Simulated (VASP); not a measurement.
# Ir: single point with revPBE

The system is Ir.

```
Ir
1.0
     0.00000    1.91512    1.91512
     1.91512    0.00000    1.91512
     1.91512    1.91512    0.00000
Ir
1
Direct
  0.00000 0.00000 0.00000
```

This cell differs from its parent crystal: volume scaled by 0.96.

- Program: VASP 6.6.1
- Task: single point
- Functional: revPBE
- Potentials or basis: VASP PAW PBE potentials, release 64 (Ir)
- Cutoff: 520 eV
- k mesh: 23 × 23 × 23
- Occupations: fermi-dirac, width 0.05 eV
- Spin: collinear spin, ferromagnetic start
- Starting moments: [1.0] μB
- Dipole correction: no
- Further INCAR settings: ALGO = Normal; EDIFF = 1e-06; NBANDS = 14

The pressure is 15.4 GPa, the net moment is 0.00 μB per cell and the valence electrons inside the program's atomic spheres are Ir 8.43.

Levels at points of the mesh, in eV from the Fermi level:
Spin up:
```tsv
k point	band 1	band 2	band 3	band 4	band 5	band 6	band 7	band 8
(0.00, 0.00, 0.00)	-11.15	-3.90	-3.90	-3.90	-1.19	-1.19	14.32	19.96
```
Spin down:
| k point | band 1 | band 2 | band 3 | band 4 | band 5 | band 6 | band 7 | band 8 | band 9 |
| --- | --- | --- | --- | --- | --- | --- | --- | --- | --- |
| (0.00, 0.00, 0.00) | -11.15 | -3.90 | -3.90 | -3.90 | -1.19 | -1.19 | 14.32 | 19.96 | 19.96 |

Run time: 2.2 min on 1 thread of AMD EPYC 9R45 (Zen 5), with other jobs on the host, peak memory 0.18 GiB.

Caveat: the PAW data sets were made with another functional, which shifts forces and pressure a little; spin-orbit coupling is left out, which moves the levels of the heavy elements.
